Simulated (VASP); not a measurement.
# Ca (Fm-3m) in VASP: elastic constants with PBE

Aim: the elastic constants of Ca with PBE.

All numbers are computed with VASP 6.6.1; they aren't measurements. Logs are shortened: lines on timing, memory, paths and dates and some standing lists are left out, and cuts for length are marked.

### 1 The cell of the first run

Symmetry: Fm-3m, No. 225, cubic system. Conventional cell: a = 5.530 Å, b = 5.530 Å, c = 5.530 Å, α = 90.00°, β = 90.00°, γ = 90.00°. Ca (site symmetry m-3m) has 12 Ca at 3.91 Å within 5.1 Å.

### 2 Elastic constants, PBE

Input file INCAR:

```
PREC = Accurate
ENCUT = 500
EDIFF = 1E-8
ISMEAR = -1
SIGMA = 0.15
LREAL = F
LASPH = T
NELM = 120
ALGO = Normal
ISIF = 3
LWAVE = F
LCHARG = F
GGA = PE
IBRION = 6
NFREE = 2
POTIM = 0.015
NSW = 1
GGA_COMPAT = F
```

Input file KPOINTS:

```
Automatic mesh
0
Gamma
  14 14 14
```

Input file POSCAR:

```
Ca
1.0
    0.0000000000      2.7651505062      2.7651505062
    2.7651505062      0.0000000000      2.7651505062
    2.7651505062      2.7651505062      0.0000000000
Ca
1
Direct
    0.0000000000      0.0000000000      0.0000000000
```

Potentials or basis: VASP PAW PBE potentials, release 64 (Ca_sv).

Command:

```
$ cat potpaw_PBE.64/Ca_sv/POTCAR > POTCAR
$ mpirun -np 1 vasp_std > vasp.out
```

OUTCAR:

```text
PREC = Accurate
   ENCUT = 500
   EDIFF = 1E-8
   ISMEAR = -1
   LREAL = F
   LASPH = T
   NELM = 120
   ISIF = 3
   GGA = PE
   IBRION = 6
   NFREE = 2
   POTIM = 0.015
   NSW = 1

 ion  position               nearest neighbor table
   1  0.000  0.000  0.000-

  LATTYP: Found a face centered cubic cell.
 ALAT       =     5.5303010124

  Lattice vectors:

 A1 = (   0.0000000000,   2.7651505062,   2.7651505062)
 A2 = (   2.7651505062,   0.0000000000,   2.7651505062)
 A3 = (   2.7651505062,   2.7651505062,   0.0000000000)

Analysis of symmetry for initial positions (statically):
=====================================================================
 Subroutine PRICEL returns:
 Original cell was already a primitive cell.

 Routine SETGRP: Setting up the symmetry group for a
 face centered cubic supercell.

 Subroutine GETGRP returns: Found 48 space group operations
 (whereof 48 operations were pure point group operations)
 out of a pool of 48 trial point group operations.

The static configuration has the point symmetry O_h .

Analysis of symmetry for dynamics (positions and initial velocities):
=====================================================================
 Subroutine PRICEL returns:
 Original cell was already a primitive cell.

 Routine SETGRP: Setting up the symmetry group for a
 face centered cubic supercell.

 Subroutine GETGRP returns: Found 48 space group operations
 (whereof 48 operations were pure point group operations)
 out of a pool of 48 trial point group operations.

The dynamic configuration has the point symmetry O_h .

 Subroutine INISYM returns: Found 48 space group operations
 (whereof 48 operations are pure point group operations),
 and found     1 'primitive' translations

----------------------------------------------------------------------------------------

                                     Primitive cell

  volume of cell :      42.2850

  direct lattice vectors                    reciprocal lattice vectors
     0.000000000  2.765150506  2.765150506    -0.180821984  0.180821984  0.180821984
     2.765150506  0.000000000  2.765150506     0.180821984 -0.180821984  0.180821984
     2.765150506  2.765150506  0.000000000     0.180821984  0.180821984 -0.180821984

  length of vectors
     3.910513348  3.910513348  3.910513348     0.313192863  0.313192863  0.313192863

  position of ions in fractional coordinates (direct lattice)
     0.000000000  0.000000000  0.000000000

  ion indices of the primitive-cell ions
   primitive index   ion index
                 1           1

----------------------------------------------------------------------------------------

 KPOINTS: Automatic mesh

Automatic generation of k-mesh.
 Grid dimensions read from file:
 generate k-points for:   14   14   14

 Generating k-lattice:

  Cartesian coordinates                     Fractional coordinates (reciprocal lattice)
    -0.012915856  0.012915856  0.012915856     0.071428571  0.000000000  0.000000000
     0.012915856 -0.012915856  0.012915856     0.000000000  0.071428571  0.000000000
     0.012915856  0.012915856 -0.012915856     0.000000000  0.000000000  0.071428571

  Length of vectors
     0.022370919  0.022370919  0.022370919

  Shift w.r.t. Gamma in fractional coordinates (k-lattice)
     0.000000000  0.000000000  0.000000000

 Subroutine IBZKPT returns following result:
[... 87 lines left out ...]

--------------------------------------- Ionic step        1  -------------------------------------------

 number of electron      10.0000000 magnetization

 Free energy of the ion-electron system (eV)
  ---------------------------------------------------
  ext. energy  EPLUGINS =         0.00000000
  ---------------------------------------------------
  free energy    TOTEN  =        -1.97569239 eV

  energy without entropy =       -1.88636070  energy(sigma->0) =       -1.93102654

------------------------ aborting loop because EDIFF is reached ----------------------------------------

  FORCE on cell =-STRESS in cart. coord.  units (eV):
  Direction    XX          YY          ZZ          XY          YZ          ZX
  --------------------------------------------------------------------------------------
  -------------------------------------------------------------------------------------
  Total        0.0026369      0.0026369      0.0026369      0.0000000      0.0000000     -0.0000000
  in kB        0.0999139      0.0999139      0.0999139      0.0000000      0.0000000     -0.0000000
  external PRESSURE =       0.0999139 kB  Pullay stress =       0.0000000 kB
[... 86 lines left out ...]
  FREE ENERGIE OF THE ION-ELECTRON SYSTEM (eV)
  ---------------------------------------------------
  free  energy   TOTEN  =        -1.9749967377 eV

  energy  without entropy=       -1.8860207816  energy(sigma->0) =       -1.93050876

[... ionic steps 4 to 12 ...]

--------------------------------------- Ionic step       13  -------------------------------------------

 number of electron      10.0000000 magnetization

------------------------ aborting loop because EDIFF is reached ----------------------------------------
[... 65 lines left out ...]
--------------------------------------- Ionic step       15  -------------------------------------------

 number of electron      10.0000000 magnetization

 Free energy of the ion-electron system (eV)
  ---------------------------------------------------
  ext. energy  EPLUGINS =         0.00000000
  ---------------------------------------------------
  free energy    TOTEN  =        -1.97569237 eV

  energy without entropy =       -1.88636067  energy(sigma->0) =       -1.93102652

 E-fermi :   1.9461     XC(G=0):  -7.7271

 val. band max:        1.9333119038   @ k =  -0.4286   0.2143   0.0714
 cond. band min:       1.9793371364   @ k =  -0.3571   0.3571   0.0000
 fundamental gap:      0.0460252327
 Fermi energy:         1.9460698138

 k-point     1 :       0.0000    0.0000    0.0000
  band No.  band energies     occupation
      1     -40.0472      2.00000
      2     -20.9659      2.00000
      3     -20.9659      2.00000
      4     -20.9659      2.00000
      5      -2.0687      2.00000
      6       4.2984      0.00000
      7       4.2984      0.00000
      8       4.2984      0.00000
      9       5.3697      0.00000
[... 265 lines left out ...]
 k-point    24 :       0.2857    0.1429    0.0000
  band No.  band energies     occupation
      1     -40.0392      2.00000
      2     -21.0343      2.00000
      3     -20.9849      2.00000
      4     -20.9834      2.00000
      5      -0.8560      2.00000
      6       3.3353      0.00019
      7       4.2665      0.00000
      8       4.6104      0.00000
      9       5.0436      0.00000

 [... further k-points ...]
[... 5 lines left out ...]
  --------------------------------------------------------------------------------------
  -------------------------------------------------------------------------------------
  Total        0.0027880      0.0027880      0.0027880      0.0000000      0.0000000      0.0000000
  in kB        0.1056388      0.1056388      0.1056388      0.0000000      0.0000000      0.0000000
  external PRESSURE =       0.1056388 kB  Pullay stress =       0.0000000 kB
[... 16 lines left out ...]
  FREE ENERGIE OF THE ION-ELECTRON SYSTEM (eV)
  ---------------------------------------------------
  free  energy   TOTEN  =        -1.9756923673 eV

  energy  without entropy=       -1.8863606743  energy(sigma->0) =       -1.93102652

 INTERNAL STRAIN TENSORS FROM STRAINED CELLS
 ============================================

 INTERNAL STRAIN TENSOR FOR ION    1 for displacements in x,y,z  (eV/Angst):
          X           Y           Z          XY          YZ          ZX
  --------------------------------------------------------------------------------
  x     0.00000    -0.00000     0.00000     0.00000    -0.00000     0.00000
  y     0.00000    -0.00000    -0.00000     0.00000     0.00000    -0.00000
  z    -0.00000     0.00000     0.00000     0.00000     0.00000     0.00000

 INTERNAL STRAIN TENSORS FROM DISPLACED ATOMS
 ============================================

 INTERNAL STRAIN TENSOR FOR ION    1 for displacements in x,y,z  (eV/Angst):
          X           Y           Z          XY          YZ          ZX
  --------------------------------------------------------------------------------
  x     0.00000     0.00000     0.00000     0.00000     0.00000     0.00000
  y     0.00000     0.00000     0.00000     0.00000     0.00000     0.00000
  z     0.00000     0.00000     0.00000     0.00000     0.00000     0.00000

 Eigenvectors and eigenvalues of the dynamical matrix
 ----------------------------------------------------

   1 f  =    0.000000 THz     0.000000 2PiTHz    0.000000 cm-1     0.000000 meV
             X         Y         Z           dx          dy          dz
      0.000000  0.000000  0.000000     1.000000    0.000000    0.000000

   2 f  =    0.000000 THz     0.000000 2PiTHz    0.000000 cm-1     0.000000 meV
             X         Y         Z           dx          dy          dz
      0.000000  0.000000  0.000000     0.000000    1.000000    0.000000

   3 f  =    0.000000 THz     0.000000 2PiTHz    0.000000 cm-1     0.000000 meV
             X         Y         Z           dx          dy          dz
      0.000000  0.000000  0.000000     0.000000    0.000000    1.000000

--------------------------------------------------------------------------------------------------------

 ELASTIC MODULI CONTR FROM IONIC RELAXATION (kBar)
 Direction    XX          YY          ZZ          XY          YZ          ZX
 --------------------------------------------------------------------------------
 XX           0.0000      0.0000      0.0000      0.0000      0.0000      0.0000
 YY           0.0000      0.0000      0.0000      0.0000      0.0000      0.0000
 ZZ           0.0000      0.0000      0.0000      0.0000      0.0000      0.0000
 XY           0.0000      0.0000      0.0000      0.0000      0.0000      0.0000
 YZ           0.0000      0.0000      0.0000      0.0000      0.0000      0.0000
 ZX           0.0000      0.0000      0.0000      0.0000      0.0000      0.0000
 --------------------------------------------------------------------------------

 TOTAL ELASTIC MODULI (kBar)
 Direction    XX          YY          ZZ          XY          YZ          ZX
 --------------------------------------------------------------------------------
 XX         219.1563    152.1689    152.1689      0.0000     -0.0000      0.0000
 YY         152.1689    219.1563    152.1689     -0.0000      0.0000      0.0000
 ZZ         152.1689    152.1689    219.1563     -0.0000     -0.0000      0.0000
 XY           0.0000     -0.0000     -0.0000    163.8755      0.0000     -0.0000
 YZ          -0.0000      0.0000     -0.0000      0.0000    163.8755      0.0000
 ZX           0.0000      0.0000      0.0000     -0.0000      0.0000    163.8755
 --------------------------------------------------------------------------------
```

Run time: 13 min. Hardware: 1 thread of Intel Xeon 6975P-C (Granite Rapids), shared host; peak memory 0.56 GiB.

What came out:

```yaml
Elastic_constants_C11_C12_C44: 22, 15, 16 GPa
Voigt_bulk_modulus: 17 GPa
```

Elastic tensor in Voigt notation (GPa, in the Cartesian axes of the cell as first typed):
```
22 15 15  0  0  0
15 22 15  0  0  0
15 15 22  0  0  0
 0  0  0 16  0  0
 0  0  0  0 16  0
 0  0  0  0  0 16
```

Clamped-ion elastic tensor (GPa):
```
22 15 15  0  0  0
15 22 15  0  0  0
15 15 22  0  0  0
 0  0  0 16  0  0
 0  0  0  0 16  0
 0  0  0  0  0 16
```
